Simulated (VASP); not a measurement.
Here is a VASP 6.6.1 calculation.

The input INCAR:

```
SYSTEM = WS2
ALGO     = Normal         ! electronic algorithm
EDIFF    = 1E-6           ! SCF threshold, eV
EDIFFG   = -0.01          ! ionic threshold
ENCUT    = 600            ! plane-wave cutoff, eV
GGA      = PS             ! functional
IBRION   = 2              ! ionic algorithm
ISIF     = 4              ! what is computed and relaxed
ISMEAR   = 0              ! smearing method
IVDW     = 12             ! dispersion correction
LASPH    = .True.         ! aspherical terms in the spheres
LCHARG   = .False.        ! write CHGCAR
LREAL    = .False.        ! projectors in reciprocal space
LWAVE    = .False.        ! write WAVECAR
NELM     = 60             ! most SCF steps
NSW      = 50             ! ionic steps
PREC     = Accurate       ! precision mode
SIGMA    = 0.02           ! smearing width, eV
```

File KPOINTS:

```
k-points
0
Gamma
  12 12 4
  0 0 0
```

File POSCAR:

```
WS2
1.0
    3.1455889047      0.0000000000      0.0000000000
   -1.5727944524      2.7241599013      0.0000000000
    0.0000000000      0.0000000000     11.8884183378
W S
2 4
Direct
    0.3333333333      0.6666666667      0.2500000000
    0.6666666667      0.3333333333      0.7500000000
    0.3333333333      0.6666666667      0.6164486908
    0.6666666667      0.3333333333      0.1164486908
    0.3333333333      0.6666666667      0.8835513092
    0.6666666667      0.3333333333      0.3835513092
```

Potentials or basis: VASP PAW PBE potentials, release 64 (W_sv, S).

Command:

```console
$ cat potpaw_PBE.64/W_sv/POTCAR potpaw_PBE.64/S/POTCAR > POTCAR
$ mpirun -np 1 vasp_std > vasp.out
```

Predict the dispersion energy per atom.

-0.403 eV.

What does it give for the band gap on the k mesh?

0.80 eV (least direct gap 1.89 eV).

Forces in eV/Å, atoms in the order of the input:
```
W    0.000  0.000  0.000
W    0.000  0.000  0.000
S    0.000  0.000 -0.005
S    0.000  0.000 -0.005
S    0.000  0.000  0.005
S    0.000  0.000  0.005
```

Caveat: the PAW data sets were made with another functional, which shifts forces and pressure a little; spin-orbit coupling is left out, which moves the levels of the heavy elements. A k mesh can miss the band edges.
